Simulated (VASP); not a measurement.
Write the native input for VASP 6.6.1 that does the following.

* Task: single point
* Functional: r2SCAN
* Potentials or basis: VASP PAW PBE potentials, release 64 (Te, Mg)
* Cutoff: 520 eV
* k mesh: 9 × 9 × 9
* Occupations: fermi-dirac, width 0.05 eV
* Spin: no spin polarisation
* Dipole correction: no
* Further INCAR settings: ALGO = Normal; EDIFF = 1e-07; NBANDS = 14

Mg3Te:

```
CELL_PARAMETERS angstrom
-2.12500 2.12500 5.24703
2.12500 -2.12500 5.24703
2.12500 2.12500 -5.24703
ATOMIC_POSITIONS crystal
Te 0.00000 0.00000 0.00000
Mg 0.25000 0.75000 0.50000
Mg 0.75000 0.25000 0.50000
Mg 0.50000 0.50000 0.00000
```

The input as run:

POSCAR

```
Mg3Te
1.0
   -2.1250014466      2.1250014466      5.2470339922
    2.1250014466     -2.1250014466      5.2470339922
    2.1250014466      2.1250014466     -5.2470339922
Te Mg
1 3
Direct
    0.0000000000      0.0000000000      0.0000000000
    0.2500000000      0.7500000000      0.5000000000
    0.7500000000      0.2500000000      0.5000000000
    0.5000000000      0.5000000000      0.0000000000
```

INCAR.step1

```
SYSTEM = Mg3Te
ALGO = Normal
EDIFF = 1E-4
ENCUT = 520
GGA = PE
ISMEAR = -1
LASPH = .True.
LCHARG = .False.
LREAL = .False.
LWAVE = .True.
NBANDS = 14
NELM = 60
PREC = Accurate
SIGMA = 0.05
```

INCAR.step2

```
SYSTEM = Mg3Te
ALGO = Normal
EDIFF = 1E-7
ENCUT = 520
ISIF = 2
ISMEAR = -1
ISTART = 1
LASPH = .True.
LCHARG = .False.
LMIXTAU = .True.
LREAL = .False.
LWAVE = .False.
METAGGA = R2SCAN
NBANDS = 14
NELM = 60
PREC = Accurate
SIGMA = 0.05
```

KPOINTS

```
k-points
0
Gamma
  9 9 9
  0 0 0
```

Potentials or basis: VASP PAW PBE potentials, release 64 (Te, Mg).

Command:

```bash
$ cat potpaw_PBE.64/Te/POTCAR potpaw_PBE.64/Mg/POTCAR > POTCAR
$ cp INCAR.step1 INCAR
$ mpirun -np 1 vasp_std > vasp.out
$ cp INCAR.step2 INCAR
$ mpirun -np 1 vasp_std > vasp.out
```

It gave:

| Item | Value |
| --- | --- |
| Pressure | -0.2 GPa |
| Band gap on the k mesh | zero (bands 6 and 7 overlap by 1.71 eV) |

Caveat: the PAW data sets were made with another functional, which shifts forces and pressure a little; spin-orbit coupling is left out, which moves the levels of the heavy elements.

It took 5.2 min on 1 thread of Intel(R) Xeon(R) 6975P-C (Granite Rapids), with other jobs on the host, peak memory 0.42 GiB.
